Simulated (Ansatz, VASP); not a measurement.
**MoH5 in VASP and in Ansatz**

```
H Mo
1.0
     0.00000    2.43932    2.43932
     2.43932    0.00000    2.43932
     2.43932    2.43932    0.00000
H Mo
5 1
Direct
  0.75000 0.75000 0.75000
  0.88211 0.37263 0.37263
  0.37263 0.37263 0.37263
  0.37263 0.88211 0.37263
  0.37263 0.37263 0.88211
  0.00000 0.00000 0.00000
```

Change from the starting cell: species swapped into the Be5Pt type (F-43m, No. 216).

Alike in both runs: functional PBE; k mesh 14 × 14 × 14; occupations gaussian, width 0.1 eV; no spin polarisation.

Ansatz relaxed the structure, and its values are those at the end. VASP's run is a single point on that final structure, the one shown.

```csv
,VASP,Ansatz
version,VASP 6.6.1,Ansatz 0.2.0
potentials or method,"VASP PAW PBE potentials, release 64 (H, Mo_sv), cutoff 520 eV","scalar-relativistic, plane waves, PAW"
valence electrons in the cell,19,19
```

|  | VASP | Ansatz | Ansatz less VASP |
| --- | --- | --- | --- |
| gap on the k mesh at the Fermi level (eV) | none | none | - |
| pressure (GPa) | -0.1 | 0.0 | +0.05 |

A gap of «none» marks a metal or a gap that the smearing closes.
